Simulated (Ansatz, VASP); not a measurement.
Given: the input of a run of Ansatz 0.2.0 on AlN.

File input.yaml:

```yaml
crystal:
  lattice:
    - [3.092106753, 0.0, 0.0]
    - [-1.5460533765, 2.6778429994, 0.0]
    - [0.0, 0.0, 4.9475694625]
  atoms:
    - { symbol: Al, position: [0.6666666667, 0.3333333333, 0.5] }
    - { symbol: Al, position: [0.3333333333, 0.6666666667, 0.0] }
    - { symbol: "N", position: [0.6666666667, 0.3333333333, 0.88] }
    - { symbol: "N", position: [0.3333333333, 0.6666666667, 0.38] }
kpoints:
  mp_grid: { grid: [10, 10, 6] }
scf:
  occupations: { method: fermi_dirac, width: 0.05 }
hamiltonian:
  xc: pbe
  pseudopotentials: { kind: all_electron, lapw: { basis_error: 0.001 } }
output:
  forces: true
  stress: true
  eigenvalues: true
```

Potentials or basis: all-electron LAPW, scalar-relativistic.

The run is started by

```bash
$ ansatz run input.yaml --threads 2 --pin off --max-ram 6144MiB --backend cpu --events-out ev --progress --plain --runs-dir out
```

Q: Translate it to VASP 6.6.1. Potentials there: VASP PAW PBE potentials, release 64 (Al, N).

A: As run (the cutoff follows the program's own potentials):

The input INCAR:

```
SYSTEM = AlN
PREC = Accurate
ENCUT = 520
EDIFF = 1E-6
ISMEAR = -1
SIGMA = 0.05
LREAL = .False.
LASPH = .True.
NELM = 100
ALGO = Normal
ISIF = 2
LWAVE = .False.
LCHARG = .True.
GGA = PE
LELF = .True.
LVHAR = .True.
NBANDS = 16
```

Contents of KPOINTS:

```
Automatic mesh
0
Gamma
  10 10 6
  0 0 0
```

The input POSCAR:

```
AlN
1.0
    3.0921067530      0.0000000000      0.0000000000
   -1.5460533765      2.6778429994      0.0000000000
    0.0000000000      0.0000000000      4.9475694625
Al N
2 2
Direct
    0.6666666667      0.3333333333      0.5000000000
    0.3333333333      0.6666666667      0.0000000000
    0.6666666667      0.3333333333      0.8800000000
    0.3333333333      0.6666666667      0.3800000000
```

Potentials or basis: VASP PAW PBE potentials, release 64 (Al, N).

The run is started by

```console
$ cat potpaw_PBE.64/Al/POTCAR potpaw_PBE.64/N/POTCAR > POTCAR
$ mpirun -np 1 vasp_std > vasp.out
```

Both were run:

|  | VASP | Ansatz | Ansatz less VASP |
| --- | --- | --- | --- |
| gap on the k mesh at the Fermi level (eV) | 4.40 | 4.40 | -0.004 |
| least direct gap on the mesh (eV) | 4.40 | 4.40 | -0.004 |
| pressure (GPa) | 7.8 | 8.0 | +0.14 |
| traceless stress, the component that is largest in VASP (GPa) | 1.03 | 0.99 | -0.036 |
| rms of the force components (eV/Å) | 0.084 | 0.083 | -0.0004 |

Atom by atom the forces differ by 0.000 eV/Å (rms over components). Ansatz ran all-electron here, and VASP with PAW potentials.
